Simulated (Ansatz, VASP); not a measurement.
# Two plane-wave programs on HfCl5

```
Hf Cl
1.0
     3.44351    1.98811    3.32148
    -3.44351    1.98811    3.32148
     0.00000   -3.97622    3.32148
Hf Cl
1 5
Direct
  0.00000 0.00000 0.00000
  0.00000 0.00000 0.50000
  0.50000 0.00000 0.00000
  0.00000 0.50000 0.00000
  0.60229 0.60229 0.60229
  0.39771 0.39771 0.39771
```

Alike in both runs: functional PBE; k mesh 3 × 3 × 3; occupations gaussian, width 0.1 eV; no spin polarisation.

Ansatz relaxed the structure, and its values are those at the end. VASP's run is a single point on that final structure, the one shown.

|  | VASP | Ansatz |
| --- | --- | --- |
| version | VASP 6.6.1 | Ansatz 0.2.0 |
| potentials or method | VASP PAW PBE potentials, release 64 (Hf_pv, Cl), cutoff 520 eV | scalar-relativistic, plane waves, PAW |
| valence electrons in the cell | 45 | 61 |

```csv
,VASP,Ansatz,Ansatz less VASP
gap on the k mesh at the Fermi level (eV),none,none,-
pressure (GPa),-0.5,0.0,+0.50
rms of the force components (eV/Å),0.064,0.001,-0.0638
```

A gap of «none» marks a metal or a gap that the smearing closes. With one functional, cell and mesh, what is left measures potentials, basis and numerics. VASP's potentials hold 45 valence electrons a cell and Ansatz's 61, so a difference there can come from the potentials and not from the codes.

The k mesh is coarse, so the values compare programs but aren't converged. Spin-orbit coupling is off throughout.
